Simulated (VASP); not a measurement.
Write the native input for VASP 6.6.1 that does the following.

* Task: single point
* Functional: LDA
* Potentials or basis: VASP PAW LDA potentials, release 64 (W_sv, S)
* Cutoff: 520 eV
* k mesh: 10 × 10 × 2
* Occupations: fermi-dirac, width 0.05 eV
* Spin: no spin polarisation
* Dipole correction: no
* Further INCAR settings: ALGO = Normal; EDIFF = 1e-07; NBANDS = 20

The structure of WS2 lies in POSCAR:

```
WS2
1.0
    3.1185283984      0.0000000000      0.0000000000
   -1.5592641992      2.7007248154      0.0000000000
    0.0000000000      0.0000000000     16.6045506357
W S
1 2
Direct
    0.0000000000      0.0000000000      0.0000000000
    0.3333333333      0.6666666667      0.0920005100
    0.3333333333      0.6666666667      0.9079994900
```

This cell differs from its parent crystal: volume scaled by 0.94.

These files were run (other wordings do the same):

INCAR

```
SYSTEM = WS2
PREC = Accurate ; ENCUT = 520
EDIFF = 1E-7 ; ISMEAR = -1
SIGMA = 0.05 ; LREAL = .FALSE.
LASPH = .TRUE. ; NELM = 100
ALGO = Normal ; ISIF = 2
LWAVE = .FALSE. ; LCHARG = .FALSE.
GGA = CA ; NBANDS = 20
```

KPOINTS

```
regular mesh
0
G
  10 10 2
  0 0 0
```

Potentials or basis: VASP PAW LDA potentials, release 64 (W_sv, S).

Launch:

```bash
$ cat potpaw_LDA.64/W_sv/POTCAR potpaw_LDA.64/S/POTCAR > POTCAR
$ mpirun -np 1 vasp_std > vasp.out
```

Results of the run:

The largest force is 0.828 eV/Å and the band gap on the k mesh is 2.18 eV, indirect (least direct gap 2.33 eV).

Caveat: spin-orbit coupling is left out, which moves the levels of the heavy elements.

Wall time 62 s on 1 thread of AMD EPYC 9R45 96-Core Processor (Zen 5) (shared host), peak memory 0.21 GiB.
